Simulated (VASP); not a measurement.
**Co: single point with PBE**

Co:

```
CELL_PARAMETERS angstrom
3.41038 0.00000 0.00000
0.00000 3.41038 0.00000
0.00000 0.00000 3.41038
ATOMIC_POSITIONS crystal
Co 0.50000 0.00000 0.00000
Co 0.00000 0.50000 0.00000
Co 0.00000 0.00000 0.50000
```

The cell was built from a structure type or drawn by symmetry, and may not be a known phase.

```json
{
  "Program": "VASP 6.6.1",
  "Task": "single point",
  "Functional": "PBE",
  "Potentials or basis": "VASP PAW PBE potentials, release 64 (Co)",
  "Cutoff": "520 eV",
  "k mesh": "14 × 14 × 14",
  "Occupations": "gaussian, width 0.1 eV",
  "Spin": "collinear spin, ferromagnetic start",
  "Starting moments": "[2.12, 2.12, 2.12] μB"
}
```

The pressure is -0.6 GPa, the net moment is 5.55 μB per cell and the site moments are Co +1.87 μB. The valence electrons inside the program's atomic spheres are Co 8.18.

Levels at points of the mesh, in eV from the Fermi level:
Spin up:
```tsv
k point	band 13	band 14	band 15	band 16	band 17	band 18	band 19	band 20
(0.00, 0.00, 0.00)	-0.70	-0.42	-0.42	-0.42	4.26	4.26	4.26	10.25
(0.50, 0.00, 0.00)	-1.82	-1.82	-1.74	-1.38	-0.42	8.24	8.24	10.56
(0.50, 0.50, 0.00)	-2.10	-1.61	-1.60	-0.75	1.18	2.01	2.01	12.50
(0.50, 0.50, 0.50)	-0.66	-0.66	-0.66	-0.31	1.82	1.82	1.82	6.37
```
Spin down:
```tsv
k point	band 9	band 10	band 11	band 12	band 13	band 14
(0.00, 0.00, 0.00)	0.16	0.16	0.97	0.97	1.31	1.41
(0.50, 0.00, 0.00)	-1.36	-0.27	-0.20	-0.13	0.19	0.19
(0.50, 0.50, 0.00)	-1.17	-1.17	-0.27	-0.09	-0.09	0.11
(0.50, 0.50, 0.50)	0.13	0.13	0.13	0.61	0.61	1.23
```

Run time: 2.1 min on 1 thread of Intel(R) Xeon(R) 6975P-C (Granite Rapids), with other jobs on the host, peak memory 0.27 GiB.
